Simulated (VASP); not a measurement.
Wanted: the native input for a VASP 6.6.1 run.

- Task: single point
- Functional: r2SCAN
- Potentials or basis: VASP PAW PBE potentials, release 64 (Al)
- Cutoff: 520 eV
- k mesh: 20 × 20 × 20
- Occupations: gaussian, width 0.15 eV
- Spin: no spin polarisation
- Dipole correction: no
- Further INCAR settings: ALGO = Normal; EDIFF = 1e-06; NBANDS = 8

The system is Al.

```
Al
1.0
     0.00000    2.04422    2.02398
     2.00374    0.00000    2.02398
     2.00374    2.04422    0.00000
Al
1
Direct
  0.00000 0.00000 0.00000
```

This cell differs from its parent crystal: strain -0.0100 x Voigt [1, -1, 0, 0, 0, 0].

One way to write it, as run:

POSCAR

```
Al
1.0
    0.0000000000      2.0442198000      2.0239800000
    2.0037402000      0.0000000000      2.0239800000
    2.0037402000      2.0442198000      0.0000000000
Al
1
Direct
    0.0000000000      0.0000000000      0.0000000000
```

INCAR.step1

```
ALGO = Normal
EDIFF = 1E-4
ENCUT = 520
GGA = PE
ISMEAR = 0
LASPH = T
LCHARG = F
LREAL = F
LWAVE = T
NBANDS = 8
NELM = 100
PREC = Accurate
SIGMA = 0.15
```

INCAR.step2

```
ALGO = Normal
EDIFF = 1E-6
ENCUT = 520
ISIF = 2
ISMEAR = 0
ISTART = 1
LASPH = T
LCHARG = F
LMIXTAU = T
LREAL = F
LWAVE = F
METAGGA = R2SCAN
NBANDS = 8
NELM = 100
PREC = Accurate
SIGMA = 0.15
```

KPOINTS

```
k-points
0
Gamma
  20 20 20
```

Potentials or basis: VASP PAW PBE potentials, release 64 (Al).

The run is started by

```bash
$ cat potpaw_PBE.64/Al/POTCAR > POTCAR
$ cp INCAR.step1 INCAR
$ mpirun -np 1 vasp_std > vasp.out
$ cp INCAR.step2 INCAR
$ mpirun -np 1 vasp_std > vasp.out
```

It gave:

The pressure is -3.8 GPa and the band gap on the k mesh is zero (an odd number of electrons rules out a gap without spin polarisation).

Caveat: the cell differs from its parent crystal (strain -0.0100 x Voigt [1, -1, 0, 0, 0, 0]); the cell stands under tension; the PAW data sets were made with another functional, which shifts forces and pressure a little.

Wall time 4.5 min on 1 thread of AMD EPYC 9R45 96-Core Processor (Zen 5) (shared host), peak memory 0.21 GiB.
